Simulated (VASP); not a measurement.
A run of VASP 6.6.1 is set up as follows.

Contents of INCAR:

```
ALGO = Fast
EDIFF = 1E-6
ENCUT = 520
GGA = PS
ISIF = 2
ISMEAR = 0
LASPH = True
LCHARG = False
LREAL = False
LWAVE = False
NBANDS = 38
NELM = 100
PREC = Accurate
SIGMA = 0.15
```

KPOINTS

```
k-points
0
Gamma
  18 18 6
```

POSCAR

```
Rh
1.0
    2.7737581223      0.0000000000      0.0000000000
   -1.3868790611      2.2320693320      0.0000000000
    0.0000000000      0.0000000000      8.7275109659
Rh
4
Direct
    0.0000000000      0.0000000000      0.0000000000
    0.3333333333      0.6666666667      0.2500000000
    0.0000000000      0.0000000000      0.5000000000
    0.6666666667      0.3333333333      0.7500000000
```

Potentials or basis: VASP PAW PBE potentials, release 64 (Rh_pv).

Launch:

```bash
$ cat potpaw_PBE.64/Rh_pv/POTCAR > POTCAR
$ mpirun -np 1 vasp_std > vasp.out
```

Q: What does it give for the band gap on the k mesh?

A: Zero (bands 30 and 31 overlap by 2.21 eV).

Q: What does it give for the largest force?

A: 0.176 eV/Å.

Q: Estimate the pressure.

A: 1.6 GPa.

Forces in eV/Å, atoms in the order of the input:
```
Rh   0.000  0.000  0.000
Rh   0.000  0.176  0.000
Rh   0.000  0.000  0.000
Rh   0.000 -0.176  0.000
```

Caveat: the cell differs from its parent crystal (strain +e along x and -e along y +0.0367, strain +e along z and -e/2 along x and y +0.0000); the stress differs along the axes, from -9 to 14 GPa; the PAW data sets were made with another functional, which shifts forces and pressure a little.
